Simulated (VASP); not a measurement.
Set up this calculation in VASP 6.6.1, as the native input.

| Quantity | Value |
| --- | --- |
| Task | relaxation of cell and atoms |
| Functional | LDA |
| Potentials or basis | VASP PAW LDA potentials, release 64 (Si) |
| Cutoff | 600 eV |
| k mesh | 12 × 12 × 12 |
| Occupations | gaussian, width 0.01 eV |
| Spin | no spin polarisation |
| Dipole correction | no |
| Further INCAR settings | ALGO = Normal; EDIFF = 1e-07; IBRION = 2; EDIFFG = -0.001; NSW = 80; ISIF = 3 |

The structure of Si lies in POSCAR:

```
Si
1.0
    0.0000000000      2.7009735899      2.7009735899
    2.7009735899      0.0000000000      2.7009735899
    2.7009735899      2.7009735899      0.0000000000
Si
2
Direct
    0.5000000000      0.5000000000      0.5000000000
    0.7500000000      0.7500000000      0.7500000000
```

These files were run (other wordings do the same):

INCAR

```
SYSTEM = Si
ALGO     = Normal         ! electronic algorithm
EDIFF    = 1E-7           ! SCF threshold, eV
EDIFFG   = -0.001         ! ionic threshold
ENCUT    = 600            ! plane-wave cutoff, eV
GGA      = CA             ! functional
IBRION   = 2              ! ionic algorithm
ISIF     = 3              ! what is computed and relaxed
ISMEAR   = 0              ! smearing method
LASPH    = .True.         ! aspherical terms in the spheres
LCHARG   = .False.        ! write CHGCAR
LREAL    = .False.        ! projectors in reciprocal space
LWAVE    = .False.        ! write WAVECAR
NELM     = 100            ! most SCF steps
NSW      = 80             ! ionic steps
PREC     = Accurate       ! precision mode
SIGMA    = 0.01           ! smearing width, eV
```

KPOINTS

```
k-points
0
Gamma
  12 12 12
  0 0 0
```

Potentials or basis: VASP PAW LDA potentials, release 64 (Si).

The run is started by

```bash
$ cat potpaw_LDA.64/Si/POTCAR > POTCAR
$ mpirun -np 1 vasp_std > vasp.out
```

It gave:

```json
{"Relaxed volume": "19.72 Å³/atom", "Relaxed cell": "a = 3.820 Å, b = 3.820 Å, c = 3.820 Å, α = 60.00°, β = 60.00°, γ = 60.00°", "Space group after relaxing (to 0.05 Å)": "Fd-3m (No. 227)", "Energy gained by relaxing": "0.0 meV/atom", "Ionic steps": "3", "Pressure after relaxing": "0.0 GPa", "Band gap on the k mesh": "0.44 eV, indirect (least direct gap 2.53 eV)"}
```

It took 28 s on 1 thread of Intel(R) Xeon(R) Platinum 8375C CPU @ 2.90GHz (Ice Lake) (shared host), peak memory 0.15 GiB.
